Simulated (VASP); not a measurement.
Runs of VASP 6.6.1 on Au. The structure is that of space group Im-3m (No. 229), or close to it. The cells are those of the table. This isn't the form of Au at room conditions, which is fcc.

| task | cell | cutoff (eV) | gap on the mesh (eV) | pressure (GPa) |
| --- | --- | --- | --- | --- |
| single point | a = 2.784 Å, angles 109.5°, 1 atom | 520 | none | 0.5 |
| relaxation of cell and atoms | relaxed from a = 2.784 Å, angles 109.5°, 1 atom | 600 | none | 0.0 |
| single point | a = 2.803 Å, angles 109.5°, 1 atom | 520 | none | (a) |
| single point | a = 2.766 Å, angles 109.5°, 1 atom | 520 | none | 4.6 |

Alike in all rows: level LDA; potentials or basis VASP PAW LDA potentials, release 64 (Au); no spin polarisation; k mesh 20 × 20 × 20; smearing fermi-dirac 0.15 eV.

Problem. Estimate the missing entries.

Solution. (a) -3.1.

Caveats: spin-orbit coupling is left out, which moves the levels of the heavy elements; the cell stands under tension (at least some runs); the cell stands under pressure (at least some runs).

A k mesh can miss the band edges, and the runs leave out spin-orbit coupling on Au.

A gap of «none» marks levels without a gap at the run's occupations.
